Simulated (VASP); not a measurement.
Input of a VASP 6.6.1 run:

The input INCAR:

```
SYSTEM = Au
PREC = Accurate ; ENCUT = 520
EDIFF = 1E-7 ; ISMEAR = -1
SIGMA = 0.1 ; LREAL = .False.
LASPH = .True. ; NELM = 60
ALGO = Normal ; ISIF = 2
LWAVE = .False. ; LCHARG = .False.
GGA = CA ; NBANDS = 18
```

KPOINTS

```
Automatic mesh
0
Gamma
  13 13 7
  0 0 0
```

The input POSCAR:

```
Au
1.0
    2.8395154501      0.0000000000      0.0000000000
   -1.4197577250      2.4590925142      0.0000000000
    0.0000000000      0.0000000000      4.7498359673
Au
2
Direct
    0.3333333333      0.6666666667      0.2500000000
    0.6666666667      0.3333333333      0.7500000000
```

Potentials or basis: VASP PAW LDA potentials, release 64 (Au).

Launch:

```console
$ cat potpaw_LDA.64/Au/POTCAR > POTCAR
$ mpirun -np 1 vasp_std > vasp.out
```

(1) Estimate the band gap on the k mesh.

(2) Predict the pressure.

## Answers

(1) zero (band 11 reaches 12.85 eV, above the bottom of band 12 at 7.18 eV).

(2) 0.5 GPa.

Caveat: spin-orbit coupling is left out, which moves the levels of the heavy elements.
